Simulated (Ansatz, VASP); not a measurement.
**TaS2 in VASP and in Ansatz**

Contents of INCAR:

```
SYSTEM = TaS2
ALGO = Normal
EDIFF = 1E-8
ENCUT = 400
GGA_COMPAT = .FALSE.
ISIF = 2
ISMEAR = -1
LASPH = .TRUE.
LCHARG = .FALSE.
LEFG = .TRUE.
LREAL = .FALSE.
LWAVE = .FALSE.
NBANDS = 18
NELM = 120
PREC = Accurate
SIGMA = 0.03
```

Contents of KPOINTS:

```
k-points
0
G
  9 9 5
  0 0 0
```

The input POSCAR:

```
TaS2
1.0
    3.3500021206      0.0000000000      0.0000000000
   -1.6750010603      2.9011869392      0.0000000000
    0.0000000000      0.0000000000      5.8600000000
Ta S
1 2
Direct
    0.0000000000      0.0000000000      0.0000000000
    0.3333333333      0.6666666667      0.2500000000
    0.6666666667      0.3333333333      0.7500000000
```

Input for Ansatz:

```yaml
crystal:
  lattice:
    - [3.3500021206, 0.0, 0.0]
    - [-1.6750010603, 2.9011869392, 0.0]
    - [0.0, 0.0, 5.86]
  atoms:
    - { symbol: Ta, position: [0.0, 0.0, 0.0] }
    - { symbol: S, position: [0.3333333333, 0.6666666667, 0.25] }
    - { symbol: S, position: [0.6666666667, 0.3333333333, 0.75] }
kpoints:
  mp_grid: { grid: [9, 9, 5] }
  band_path:
    path:
      - [0.0, 0.0, 0.0]
      - [0.5, 0.0, 0.0]
      - [0.3333333333, 0.3333333333, 0.0]
      - [0.0, 0.0, 0.0]
      - [0.0, 0.0, 0.5]
      - [0.5, 0.0, 0.5]
      - [0.3333333333, 0.3333333333, 0.5]
      - [0.0, 0.0, 0.5]
      - [0.5, 0.0, 0.5]
    npoints: 14
scf:
  occupations: { method: fermi_dirac, width: 0.03 }
hamiltonian:
  xc: lda
  pseudopotentials: { kind: paw }
output:
  forces: true
  stress: true
  eigenvalues: true
  efg: { contact_densities: true }
  populations: true
  bader: true
  dos: { projected: true, de: 0.2, e_range: [-14, 8] }
  write_density: true
  write_potential: true
  elf: true
  volumetric_format: npy
```

Alike in both runs: task electric field gradients; functional LDA; k mesh 9 × 9 × 5; occupations fermi-dirac, width 0.03 eV; no spin polarisation.

```csv
,VASP,Ansatz
version,VASP 6.6.1,Ansatz 0.2.0
potentials or method,"VASP PAW LDA potentials, release 64 (Ta_pv, S)","PAW with Ansatz's default frozen-core files, scalar-relativistic"
plane-wave cutoff (eV),400,420
valence electrons in the cell,23,25
```

```tsv
	VASP	Ansatz	Ansatz less VASP
pressure (GPa)	1.7	1.4	-0.31
traceless stress, the component that is largest in VASP (GPa)	3.43	3.40	-0.026
rms of the force components (eV/Å)	0.392	0.369	-0.0230
size of Vzz on the site where it differs most (V/Å²)	146.6	179.3	+32.68
```

LDA's correlation is that of Perdew and Zunger in VASP and of Perdew and Wang (1992) in Ansatz. Atom by atom the forces differ by 0.023 eV/Å (rms over components). VASP's potentials hold 23 valence electrons a cell and Ansatz's 25, so a difference there can come from the potentials and not from the codes.

Neither program's run includes spin-orbit coupling.
